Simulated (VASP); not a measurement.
# HfC (Fm-3m) in VASP: notebook, part 2 of 2

VASP 6.6.1. The steps go on from the part before.

### 4 Single point, PBEsol

This run uses another cell than the first one, of 12.23 Å³/atom, 0.973 times its volume.

INCAR

```
SYSTEM = HfC
PREC = Accurate
ENCUT = 520
EDIFF = 1E-6
ISMEAR = -1
SIGMA = 0.05
LREAL = .FALSE.
LASPH = .TRUE.
NELM = 100
ALGO = Normal
ISIF = 2
LWAVE = .FALSE.
LCHARG = .FALSE.
GGA = PS
NBANDS = 14
```

KPOINTS

```
Automatic mesh
0
G
  10 10 10
  0 0 0
```

POSCAR

```
HfC
1.0
    0.0000000000      2.3037144842      2.3037144842
    2.3037144842      0.0000000000      2.3037144842
    2.3037144842      2.3037144842      0.0000000000
Hf C
1 1
Direct
    0.5000000000      0.5000000000      0.5000000000
    0.0000000000      0.0000000000      0.0000000000
```

Potentials or basis: VASP PAW PBE potentials, release 64 (Hf_pv, C).

Command:

```bash
> cat potpaw_PBE.64/Hf_pv/POTCAR potpaw_PBE.64/C/POTCAR > POTCAR
> mpirun -np 1 vasp_std > vasp.out
```

OUTCAR:

```text
SYSTEM = HfC
   PREC = Accurate
   ENCUT = 520
   EDIFF = 1E-6
   ISMEAR = -1
   LREAL = .FALSE.
   LASPH = .TRUE.
   NELM = 100
   ISIF = 2
   GGA = PS

 ion  position               nearest neighbor table
   1  0.500  0.500  0.500-   2 2.30   2 2.30   2 2.30   2 2.30   2 2.30   2 2.30
   2  0.000  0.000  0.000-   1 2.30   1 2.30   1 2.30   1 2.30   1 2.30   1 2.30

  LATTYP: Found a face centered cubic cell.
 ALAT       =     4.6074289684

  Lattice vectors:

 A1 = (   0.0000000000,   2.3037144842,   2.3037144842)
 A2 = (   2.3037144842,   0.0000000000,   2.3037144842)
 A3 = (   2.3037144842,   2.3037144842,   0.0000000000)

Analysis of symmetry for initial positions (statically):
=====================================================================
 Subroutine PRICEL returns:
 Original cell was already a primitive cell.

 Routine SETGRP: Setting up the symmetry group for a
 face centered cubic supercell.

 Subroutine GETGRP returns: Found 48 space group operations
 (whereof 48 operations were pure point group operations)
 out of a pool of 48 trial point group operations.

The static configuration has the point symmetry O_h .

Analysis of symmetry for dynamics (positions and initial velocities):
[... 164 lines left out ...]

 k-point     1 :       0.0000    0.0000    0.0000
  band No.  band energies     occupation
      1     -23.3470      2.00000
      2     -23.3470      2.00000
      3     -23.3470      2.00000
      4      -6.4096      2.00000
      5       7.0611      0.00000
      6       7.0611      0.00000
      7       7.0611      0.00000
      8       7.3711      0.00000
      9       7.3711      0.00000
     10       7.3711      0.00000
     11       9.4685      0.00000
     12       9.4685      0.00000
     13      13.1800      0.00000
     14      17.0451      0.00000
[... 377 lines left out ...]
      1     -23.8986      2.00000
      2     -23.5682      2.00000
      3     -23.5449      2.00000
      4      -4.2447      2.00000
      5       2.2501      2.00000
      6       4.1279      2.00000
      7       5.3121      2.00000
      8       6.2195      0.05323
      9      11.5316      0.00000
     10      12.5926      0.00000
     11      12.7261      0.00000
     12      14.6195      0.00000
     13      17.9766      0.00000
     14      18.9529      0.00000

 [... further k-points ...]
[... 5 lines left out ...]
  --------------------------------------------------------------------------------------
  -------------------------------------------------------------------------------------
  Total       -0.0564752     -0.0564752     -0.0564752     -0.0000000      0.0000000      0.0000000
  in kB       -3.7004323     -3.7004323     -3.7004323     -0.0000000      0.0000000      0.0000000
  external PRESSURE =      -3.7004323 kB  Pullay stress =       0.0000000 kB

 VOLUME and BASIS-vectors are now :
 -----------------------------------------------------------------------------
  energy-cutoff  :      520.00
  volume of cell :       24.45
      direct lattice vectors                 reciprocal lattice vectors
     0.000000000  2.303714484  2.303714484    -0.217040785  0.217040785  0.217040785
     2.303714484  0.000000000  2.303714484     0.217040785 -0.217040785  0.217040785
     2.303714484  2.303714484  0.000000000     0.217040785  0.217040785 -0.217040785

 POSITION                                       TOTAL-FORCE (eV/Angst)
 -----------------------------------------------------------------------------------
      2.30371      2.30371      2.30371        -0.000000     -0.000000     -0.000000
      0.00000      0.00000      0.00000         0.000000      0.000000      0.000000
 -----------------------------------------------------------------------------------
    total drift:                                0.000000     -0.000000      0.000000

  FREE ENERGIE OF THE ION-ELECTRON SYSTEM (eV)
  ---------------------------------------------------
  free  energy   TOTEN  =       -22.1940461263 eV

  energy  without entropy=      -22.1913694914  energy(sigma->0) =      -22.19270781
```

stdout:

```text
POSCAR found type information on POSCAR HfC
 POSCAR found :  2 types and       2 ions
 scaLAPACK will be used
 -----------------------------------------------------------------------------
|                                                                             |
|                                                                             |
|     You enforced a specific xc type in the INCAR file but a different       |
|     I HOPE YOU KNOW WHAT YOU ARE DOING!                                     |
|                                                                             |
 -----------------------------------------------------------------------------

 LDA part: xc-table for (Slater+PW92), standard interpolation
 POSCAR, INCAR and KPOINTS ok, starting setup
 FFT: planning ... GRIDC
 FFT: planning ... GRID_SOFT
 FFT: planning ... GRID
 WAVECAR not read
 entering main loop
```

It took 10 s on 1 thread of AMD EPYC 7R13 (Zen 3), shared host; peak memory 0.12 GiB.

Results:

```yaml
Free_energy: -22.1940 eV
Pressure: -0.4 GPa
Band_gap_on_the_k_mesh: zero (band 7 reaches 7.06 eV, above the bottom of band 8 at 5.62 eV)
```

Caveat: the PAW data sets were made with another functional, which shifts forces and pressure a little; spin-orbit coupling is left out, which moves the levels of the heavy elements.

### 5 Single point, PBE

INCAR

```
ALGO = Normal
EDIFF = 1E-6
ENCUT = 520
GGA = PE
ISIF = 2
ISMEAR = -1
LASPH = True
LCHARG = False
LREAL = False
LWAVE = False
NBANDS = 14
NELM = 100
PREC = Accurate
SIGMA = 0.05
```

KPOINTS

```
k-points
0
Gamma
  10 10 10
```

POSCAR

```
HfC
1.0
    0.0000000000      2.3257660463      2.3257660463
    2.3257660463      0.0000000000      2.3257660463
    2.3257660463      2.3257660463      0.0000000000
Hf C
1 1
Direct
    0.5000000000      0.5000000000      0.5000000000
    0.0000000000      0.0000000000      0.0000000000
```

Command:

```bash
> cat potpaw_PBE.64/Hf_pv/POTCAR potpaw_PBE.64/C/POTCAR > POTCAR
> mpirun -np 1 vasp_std > vasp.out
```

Run time: 10 s. Hardware: 1 thread of AMD EPYC 7R13 (Zen 3), shared host; peak memory 0.11 GiB.

The run converged. Its results:

* Free energy: -21.0442 eV
* Pressure: -0.7 GPa
* Band gap on the k mesh: zero (band 7 reaches 6.95 eV, above the bottom of band 8 at 5.54 eV)

Levels at points of the mesh, in eV from the Fermi level:
```tsv
k point	band 3	band 4	band 5	band 6	band 7	band 8	band 9	band 10	band 11	band 12
(0.00, 0.00, 0.00)	-29.61	-12.33	0.97	0.97	0.97	1.36	1.36	1.36	3.36	3.36
(0.50, 0.00, 0.00)	-29.67	-8.60	-6.16	-3.01	-3.01	5.28	5.28	5.75	6.52	11.35
(0.50, 0.50, 0.00)	-29.84	-10.43	-2.62	-1.80	-0.13	-0.13	5.27	6.70	6.70	8.39
```

Caveat: spin-orbit coupling is left out, which moves the levels of the heavy elements.

### 6 The runs side by side

```csv
level,potentials or basis,cell,k mesh,gap on the mesh (eV),pressure (GPa)
PBE,"VASP PAW PBE potentials, release 64 (Hf_pv, C)","a = 3.288 Å, angles 60.0°, 2 atoms",8 × 8 × 8,none,-0.4
LDA,"VASP PAW LDA potentials, release 64 (Hf_pv, C)","a = 3.234 Å, angles 60.0°, 2 atoms",10 × 10 × 10,none,0.6
PBEsol,"VASP PAW PBE potentials, release 64 (Hf_pv, C)","a = 3.258 Å, angles 60.0°, 2 atoms",10 × 10 × 10,none,-0.4
PBE,"VASP PAW PBE potentials, release 64 (Hf_pv, C)","a = 3.289 Å, angles 60.0°, 2 atoms",10 × 10 × 10,none,-0.7
```

Alike in all rows: task single point; no spin polarisation; cutoff (eV) 520; smearing fermi-dirac 0.05 eV.

Caveats: spin-orbit coupling is left out, which moves the levels of the heavy elements; the PAW data sets were made with another functional, which shifts forces and pressure a little (some runs).

Total energies depend on the potentials used, so only differences within one code and one set of settings carry meaning.
